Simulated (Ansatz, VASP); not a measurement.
**Na: VASP beside Ansatz**

INCAR

```
  PREC = Accurate
  ENCUT = 520
  EDIFF = 1E-8
  ISMEAR = -1
  SIGMA = 0.05
  LREAL = F
  LASPH = T
  NELM = 60
  ALGO = Normal
  ISIF = 2
  LWAVE = F
  LCHARG = F
  GGA = PE
  LEFG = T
  NBANDS = 14
```

File KPOINTS:

```
regular mesh
0
Gamma
  11 11 6
```

POSCAR

```
Na
1.0
    3.7670009976     -0.0376700100     -0.0376700100
   -1.9161236844      3.2811535650     -0.0137881806
   -0.0615400000     -0.0615400000      6.1540000000
Na
2
Direct
    0.3333333333      0.6666666667      0.2500000000
    0.6666666667      0.3333333333      0.7500000000
```

Input for Ansatz:

```yaml
crystal:
  lattice:
    - [3.7670009976, -0.03767001, -0.03767001]
    - [-1.9161236844, 3.281153565, -0.0137881806]
    - [-0.06154, -0.06154, 6.154]
  atoms:
    - { symbol: Na, position: [0.3333333333, 0.6666666667, 0.25] }
    - { symbol: Na, position: [0.6666666667, 0.3333333333, 0.75] }
kpoints:
  mp_grid: { grid: [11, 11, 6] }
scf:
  occupations: { method: fermi_dirac, width: 0.05 }
hamiltonian:
  xc: pbe
  pseudopotentials: { kind: all_electron, datasets: crystal }
output:
  forces: true
  stress: true
  eigenvalues: true
  efg: { contact_densities: true }
```

Change from the starting cell: equal xy, yz and zx shear strains of -2 %, crystal datasets.

Alike in both runs: task electric field gradients; functional PBE; k mesh 11 × 11 × 6; occupations fermi-dirac, width 0.05 eV; no spin polarisation.

|  | VASP | Ansatz |
| --- | --- | --- |
| version | VASP 6.6.1 | Ansatz 0.2.0 |
| potentials or method | VASP PAW PBE potentials, release 64 (Na_pv), cutoff 520 eV | all-electron PAW with datasets made for the crystal, scalar-relativistic |

VASP gave:

| Quantity | Value |
| --- | --- |
| pressure (GPa) | -0.1 |
| traceless stress, the component that is largest in VASP (GPa) | 0.17 |
| rms of the force components (eV/Å) | 0.005 |
| size of Vzz on the site where it differs most (V/Å²) | 0.5 |

Q: Which values does Ansatz return?

A: Pressure (GPa): -0.1; traceless stress, the component that is largest in VASP (GPa): 0.17; rms of the force components (eV/Å): 0.004; size of Vzz on the site where it differs most (V/Å²): 0.5.

Atom by atom the forces differ by 0.000 eV/Å (rms over components). Ansatz ran all-electron here, and VASP with PAW potentials.
